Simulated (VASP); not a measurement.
Crystal: CaIrN2.

```xyz
4
Lattice="1.6488 0.9520 5.0094 -1.6488 0.9520 5.0094 0.0000 -1.9039 5.0094" Properties=species:S:1:pos:R:3 pbc="T T T"
Ca    0.0000    0.0000    0.0000
Ir    0.0000    0.0000    7.5141
N     0.0000    0.0000   11.5585
N     0.0000    0.0000    3.4697
```

```yaml
Program: VASP 6.6.1
Task: relaxation of cell and atoms
Functional: r2SCAN
Dispersion: rVV10
Potentials_or_basis: VASP PAW PBE potentials, release 64 (Ca_sv, Ir, N)
Cutoff: 660 eV
k_mesh: 10 × 10 × 10, shifted
Occupations: fermi-dirac, width 0.1 eV
Spin: no spin polarisation
```

At the start: pressure -4.2 GPa; volume 11.79 Å³/atom.

How do energy, volume and symmetry change on relaxing?

Over 4 steps the energy falls by 4.1 meV/atom and the volume is 11.55 Å³/atom (-2.1 %); space group R-3m (No. 166, to 0.1 Å) before and after.

Step by step:
```tsv
step	energy change (eV)	largest force (eV/Å)	pressure (GPa)	volume (Å³)
1	0.0000	0.1468	-4.18	47.18
2	0.0082	0.3447	6.47	45.11
3	-0.0135	0.2311	0.27	46.25
4	-0.0165	0.0609	0.10	46.20
```

Final structure:
```
CELL_PARAMETERS angstrom
1.63500 0.94397 4.98931
-1.63500 0.94397 4.98931
0.00000 -1.88793 4.98931
ATOMIC_POSITIONS crystal
Ca 0.00000 0.00000 0.00000
Ir 0.50000 0.50000 0.50000
N 0.76821 0.76821 0.76821
N 0.23179 0.23179 0.23179
```

Caveat: the PAW data sets were made with another functional, which shifts forces and pressure a little; an odd number of electrons without spin polarisation forces a metal; a magnetic or distorted state may lie lower; the relaxation stopped at a loose force limit of 0.1 eV/Å, so its end isn't a converged minimum.
